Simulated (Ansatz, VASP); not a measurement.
Given: the input of a run of Ansatz 0.2.0 on CuO.

input.yaml

```yaml
crystal:
  lattice:
    - [1.9640597285, -2.1244444051, 0.0]
    - [1.9640597285, 2.1244444051, 0.0]
    - [0.0, 0.0, 5.0862447552]
  atoms:
    - { symbol: Cu, position: [0.5, 0.0, 0.0] }
    - { symbol: Cu, position: [0.0, 0.5, 0.5] }
    - { symbol: O, position: [0.5, 0.5, 0.25] }
    - { symbol: O, position: [0.5, 0.5, 0.75] }
hamiltonian:
  xc: rpbe
  pseudopotentials: { kind: paw }
kpoints:
  mp_grid: { grid: [9, 9, 5] }
scf:
  occupations: { method: fermi_dirac, width: 0.05 }
output:
  forces: true
  stress: true
  eigenvalues: true
```

Potentials or basis: Ansatz PAW.

Run with:

```console
$ ansatz run input.yaml --threads 2 --pin off --max-ram 5632MiB --backend cpu --events-out ev --progress --plain --runs-dir out
```

Set up the same calculation for VASP 6.6.1. Potentials there: VASP PAW PBE potentials, release 64 (Cu, O).

As run (the cutoff follows the program's own potentials):

INCAR

```
SYSTEM = CuO
  ALGO = Normal
  EDIFF = 1E-6
  ENCUT = 520
  GGA = RP
  ISIF = 2
  ISMEAR = -1
  LASPH = .TRUE.
  LCHARG = .TRUE.
  LELF = .TRUE.
  LREAL = .FALSE.
  LVHAR = .TRUE.
  LWAVE = .FALSE.
  NBANDS = 25
  NELM = 60
  PREC = Accurate
  SIGMA = 0.05
```

Contents of KPOINTS:

```
k-points
0
G
  9 9 5
  0 0 0
```

File POSCAR:

```
CuO
1.0
    1.9640597285     -2.1244444051      0.0000000000
    1.9640597285      2.1244444051      0.0000000000
    0.0000000000      0.0000000000      5.0862447552
Cu O
2 2
Direct
    0.5000000000      0.0000000000      0.0000000000
    0.0000000000      0.5000000000      0.5000000000
    0.5000000000      0.5000000000      0.2500000000
    0.5000000000      0.5000000000      0.7500000000
```

Potentials or basis: VASP PAW PBE potentials, release 64 (Cu, O).

Launch:

```sh
$ cat potpaw_PBE.64/Cu/POTCAR potpaw_PBE.64/O/POTCAR > POTCAR
$ mpirun -np 1 vasp_std > vasp.out
```

Both were run:

|  | VASP | Ansatz | Ansatz less VASP |
| --- | --- | --- | --- |
| gap on the k mesh at the Fermi level (eV) | none | none | - |
| pressure (GPa) | 14.6 | 13.9 | -0.71 |
| traceless stress, the component that is largest in VASP (GPa) | 2.75 | 2.40 | -0.346 |

VASP's potentials were made for PBE, not for RPBE. A gap of «none» marks a metal or a gap that the smearing closes. The functional is the same, so the differences come from potentials, cutoffs and numerics. VASP's potentials hold 34 valence electrons a cell and Ansatz's 50, so a difference there can come from the potentials and not from the codes.
